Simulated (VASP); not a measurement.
# RbBr: vibrations by perturbation theory with PBE

The system is RbBr.

```
Rb Br
1.0
     3.40271    0.00000    0.00000
     0.00000    3.40271    0.00000
     0.00000    0.00000    3.40271
Rb Br
1 1
Cartesian
  0.0000 0.0000 0.0000
  1.7014 1.7014 1.7014
```

* Program: VASP 6.6.1
* Task: vibrations by perturbation theory
* Functional: PBE
* Potentials or basis: VASP PAW PBE potentials, release 64 (Rb_sv, Br)
* Cutoff: 520 eV
* k mesh: 6 × 6 × 6
* Occupations: gaussian, width 0.01 eV
* Spin: no spin polarisation
* Dipole correction: no
* Further INCAR settings: ALGO = Normal; EDIFF = 1e-08; IBRION = 8; NSW = 1

| Item | Value |
| --- | --- |
| Electronic dielectric tensor (diagonal) | 4.38 |
| Born charges (mean of the diagonal) | Rb +1.25; Br -1.25 e |
| Highest phonon frequency at Γ, LO-TO splitting left out | 233 cm⁻¹ |

Phonon frequencies in cm⁻¹ (negative: imaginary):
| q point | frequencies |
| --- | --- |
| (0.000, 0.000, 0.000) | 0 0 0 233 233 233 |

Electronic dielectric tensor:
```
4.38 0.00 0.00
0.00 4.38 0.00
0.00 0.00 4.38
```

Born effective charge tensors (e):
atom 1, Rb
```
1.25 0.00 0.00
0.00 1.25 0.00
0.00 0.00 1.25
```
atom 2, Br
```
-1.25  0.00  0.00
 0.00 -1.25  0.00
 0.00  0.00 -1.25
```

It took 4.1 min on 1 thread of Intel(R) Xeon(R) Platinum 8259CL CPU @ 2.50GHz (Skylake/Cascade Lake) (shared host), peak memory 0.2 GiB.

Caveat: the cell stands under pressure or tension, which shifts response properties.
